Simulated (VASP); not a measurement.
## ScAl3N4: single point with PBEsol

Crystal: ScAl3N4.

```
Sc Al N
1.0
    -3.20861    0.00000    0.00000
     0.00000    5.60377   -0.00223
     1.60431   -2.79986   -5.03871
Sc Al N
1 3 4
Direct
  0.02007 0.35223 0.04014
  0.51768 0.85226 0.03537
  0.76922 0.43448 0.53845
  0.26616 0.93451 0.53232
  0.78787 0.12010 0.57575
  0.28991 0.62471 0.57982
  0.54465 0.20298 0.08930
  0.04043 0.71473 0.08086
```

This cell differs from its parent crystal: atoms displaced along a vibrational mode.

| Item | Value |
| --- | --- |
| Program | VASP 6.6.1 |
| Task | single point |
| Functional | PBEsol |
| Potentials or basis | VASP PAW PBE potentials, release 64 (Sc_sv, Al, N) |
| Cutoff | 520 eV |
| k mesh | 8 × 6 × 8 |
| Occupations | gaussian, width 0.01 eV |
| Spin | no spin polarisation |

```yaml
Pressure: 4.9 GPa
Largest_force: 3.022 eV/Å
Band_gap_on_the_k_mesh: 2.52 eV
```

Forces on the atoms (eV/Å):
```
Sc   0.000  0.163  1.218
Al   0.000  0.157  0.637
Al   0.000 -0.052  0.978
Al   0.000 -0.130  1.134
N    0.000  0.137 -0.743
N    0.000  0.067 -0.660
N    0.000 -2.618 -1.509
N    0.000  2.277 -1.055
```

Stress tensor (GPa, compression positive):
```
 14.45   0.00   0.00
  0.00  14.02   0.34
  0.00   0.34 -13.75
```

Levels at points of the mesh, in eV from the valence-band top:
| k point | band 18 | band 19 | band 20 | band 21 | band 22 | band 23 |
| --- | --- | --- | --- | --- | --- | --- |
| (0.00, 0.00, 0.00) | -1.52 | -1.50 | 0.00 | 2.52 | 3.89 | 4.13 |
| (0.50, 0.00, 0.00) | -1.78 | -1.28 | -1.05 | 3.77 | 3.96 | 4.51 |
| (0.00, 0.50, 0.00) | -1.30 | -1.08 | -0.82 | 3.80 | 4.88 | 4.93 |
| (0.50, 0.50, 0.00) | -1.85 | -1.25 | -0.40 | 3.49 | 3.89 | 4.30 |
| (0.00, 0.00, 0.50) | -1.93 | -1.65 | -1.32 | 4.29 | 4.46 | 4.73 |
| (0.00, 0.50, 0.50) | -1.14 | -1.02 | -0.91 | 4.10 | 4.63 | 4.86 |

Run time: 7.9 min on 1 thread of Intel Xeon 8259CL, on a shared host, peak memory 0.4 GiB.

Caveat: the cell differs from its parent crystal (atoms displaced along a vibrational mode); the cell stands under pressure; the PAW data sets were made with another functional, which shifts forces and pressure a little. A k mesh can miss the band edges.
